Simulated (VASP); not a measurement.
Cu:

```
CELL_PARAMETERS angstrom
0.00000 1.80750 1.80750
1.80750 0.00000 1.80750
1.80750 1.80750 0.00000
ATOMIC_POSITIONS crystal
Cu 0.00000 0.00000 0.00000
```

Base run:

* Program: VASP 6.6.1
* Functional: LDA
* Potentials or basis: VASP PAW LDA potentials, release 64 (Cu)
* Cutoff: 520 eV
* k mesh: 16 × 16 × 16
* Occupations: fermi-dirac, width 0.05 eV
* Spin: collinear spin
* Starting moments: [0.2] μB
* Fixed moment: 0.2 μB

Its results: pressure -11.3 GPa; site moments Cu +0.16 μB.

**Question.** The run is repeated on the same cell with these changes: fixed moment from 0.2 μB to 0.9 μB; moments at the start from [0.2] to [0.9]. What comes out?

**Answer.** Pressure -1.6 GPa; site moments Cu +0.72 μB.

Caveats: the total moment is fixed, so each spin has its own Fermi level; the cell stands under tension (at least some runs).
